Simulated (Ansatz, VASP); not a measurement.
**One calculation of Sc3Fe, two programs**

```
Sc Fe
1.0
     4.33417    0.00000    0.00000
     0.00000    4.33417    0.00000
     0.00000    0.00000    4.33417
Sc Fe
3 1
Direct
  0.00000 0.50000 0.50000
  0.50000 0.00000 0.50000
  0.50000 0.50000 0.00000
  0.00000 0.00000 0.00000
```

Alike in both runs: task relaxation of cell and atoms; functional PBE; k mesh 10 × 10 × 10; occupations gaussian, width 0.1 eV; no spin polarisation.

```csv
,VASP,Ansatz
version,VASP 6.6.1,Ansatz 0.2.0
potentials or method,"VASP PAW PBE potentials, release 64 (Sc_sv, Fe), cutoff 600 eV","scalar-relativistic, plane waves, PAW"
valence electrons in the cell,41,49
```

|  | VASP | Ansatz | Ansatz less VASP |
| --- | --- | --- | --- |
| gap on the k mesh at the Fermi level, each at its own relaxed structure (eV) | none | none | - |
| relaxed volume (Å³/atom) | 19.41 | 19.37 | -0.039 |
| relaxed length of the cell vector where the two differ most in proportion (Å) | 4.266 | 4.263 | -0.0029 |

A gap of «none» marks a metal or a gap that the smearing closes. VASP's potentials hold 41 valence electrons a cell and Ansatz's 49, so a difference there can come from the potentials and not from the codes.
